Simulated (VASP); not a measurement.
## Cs: single point with PBE

The system is Cs.

```xyz
2
Lattice="2.0899 3.6198 0.0000 -2.0899 3.6198 0.0000 0.0000 0.0000 6.6038" Properties=species:S:1:pos:R:3 pbc="T T T"
Cs    0.0000    2.4132    1.6509
Cs    0.0000    4.8264    4.9528
```

This isn't the form of Cs at room conditions, which is bcc.

```json
{
 "Program": "VASP 6.6.1",
 "Task": "single point",
 "Functional": "PBE",
 "Potentials or basis": "VASP PAW PBE potentials, release 64 (Cs_sv)",
 "Cutoff": "520 eV",
 "k mesh": "9 × 9 × 5",
 "Occupations": "fermi-dirac, width 0.1 eV",
 "Spin": "no spin polarisation"
}
```

```
Pressure               : 4.9 GPa
Band gap on the k mesh : zero (bands 9 and 10 overlap by 1.16 eV)
```

Stress tensor (GPa, compression positive):
```
4.74 0.00 0.00
0.00 4.74 0.00
0.00 0.00 5.13
```

Levels at points of the mesh, in eV from the Fermi level:
```tsv
k point	band 5	band 6	band 7	band 8	band 9	band 10	band 11	band 12	band 13	band 14
(0.00, 0.00, 0.00)	-10.19	-9.97	-9.97	-9.91	-2.06	-0.48	2.65	2.65	2.99	3.16
```

It took 57 s on 1 thread of Intel(R) Xeon(R) Platinum 8259CL CPU @ 2.50GHz (Skylake/Cascade Lake), on a shared host, peak memory 0.26 GiB.

Caveat: the cell stands under pressure; spin-orbit coupling is left out, which moves the levels of the heavy elements.
